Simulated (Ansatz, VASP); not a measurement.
**MgAu in VASP and in Ansatz**

```xyz
2
Lattice="3.2371 0.0000 0.0000 0.0000 3.2371 0.0000 0.0000 0.0000 3.2371" Properties=species:S:1:pos:R:3 pbc="T T T"
Mg    1.6186    1.6186    1.6186
Au    0.0000    0.0000    0.0000
```

Change from the starting cell: volume scaled by 0.98, PAW files.

Alike in both runs: task electric field gradients; functional LDA; k mesh 13 × 13 × 13; occupations fermi-dirac, width 0.05 eV; no spin polarisation.

|  | VASP | Ansatz |
| --- | --- | --- |
| version | VASP 6.6.1 | Ansatz 0.2.0 |
| potentials or method | VASP PAW LDA potentials, release 64 (Mg, Au) | PAW with Ansatz's default frozen-core files, scalar-relativistic |
| plane-wave cutoff (eV) | 520 | 420 |
| valence electrons in the cell | 13 | 29 |

|  | VASP | Ansatz | Ansatz less VASP |
| --- | --- | --- | --- |
| pressure (GPa) | -2.1 | -1.7 | +0.38 |

LDA's correlation is that of Perdew and Zunger in VASP and of Perdew and Wang (1992) in Ansatz. VASP's potentials hold 13 valence electrons a cell and Ansatz's 29, so a difference there can come from the potentials and not from the codes.

Spin-orbit coupling is off throughout.
